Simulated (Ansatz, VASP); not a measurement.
# Sn: VASP beside Ansatz

INCAR

```
SYSTEM = Sn
PREC = Accurate
ENCUT = 600
EDIFF = 1E-6
ISMEAR = -1
SIGMA = 0.05
LREAL = .False.
LASPH = .True.
NELM = 60
ALGO = Fast
ISIF = 3
LWAVE = .False.
LCHARG = .False.
GGA = PE
IVDW = 12
IBRION = 2
NSW = 60
EDIFFG = -0.01
```

The input KPOINTS:

```
Automatic mesh
0
Gamma
  10 10 10
  0 0 0
```

POSCAR

```
Sn
1.0
   -2.0291894110      2.0291894110      1.6607599896
    2.0291894110     -2.0291894110      1.6607599896
    2.0291894110      2.0291894110     -1.6607599896
Sn
1
Direct
    0.0000000000      0.0000000000      0.0000000000
```

The input input.yaml:

```yaml
crystal:
  lattice:
    - [-2.029189411, 2.029189411, 1.6607599896]
    - [2.029189411, -2.029189411, 1.6607599896]
    - [2.029189411, 2.029189411, -1.6607599896]
  atoms:
    - { symbol: Sn, position: [0.0, 0.0, 0.0] }
hamiltonian:
  xc: pbe
  pseudopotentials: { kind: paw }
  dispersion: d3bj
kpoints:
  mp_grid: { grid: [10, 10, 10] }
scf:
  occupations: { method: fermi_dirac, width: 0.05 }
output:
  forces: true
  stress: true
  eigenvalues: true
relax:
  f_tol: 0.01
  max_steps: 40
  cell: { stress_tol: 0.05 }
```

Alike in both runs: task relaxation of cell and atoms; functional PBE; dispersion D3(BJ); k mesh 10 × 10 × 10; occupations fermi-dirac, width 0.05 eV; no spin polarisation.

|  | VASP | Ansatz |
| --- | --- | --- |
| version | VASP 6.6.1 | Ansatz 0.2.0 |
| potentials or method | VASP PAW PBE potentials, release 64 (Sn_d) | Ansatz PAW |
| plane-wave cutoff (eV) | 600 | 420 |
| valence electrons in the cell | 14 | 14 |

Ansatz gave:

| Quantity | Value |
| --- | --- |
| gap on the k mesh at the Fermi level, each at its own relaxed structure (eV) | none |
| relaxed volume (Å³/atom) | 26.52 |
| relaxed cell length with the largest relative difference (Å) | 3.277 |

Task: Estimate VASP's values.

Result: gap on the k mesh at the Fermi level, each at its own relaxed structure (eV): none; relaxed volume (Å³/atom): 26.54; relaxed cell length with the largest relative difference (Å): 3.278.

A gap of «none» marks a metal or a gap that the smearing closes.

Noted on Ansatz's run: the plane-wave basis is chosen anew once the cell has moved, so the energies of steps on either side of that aren't comparable.
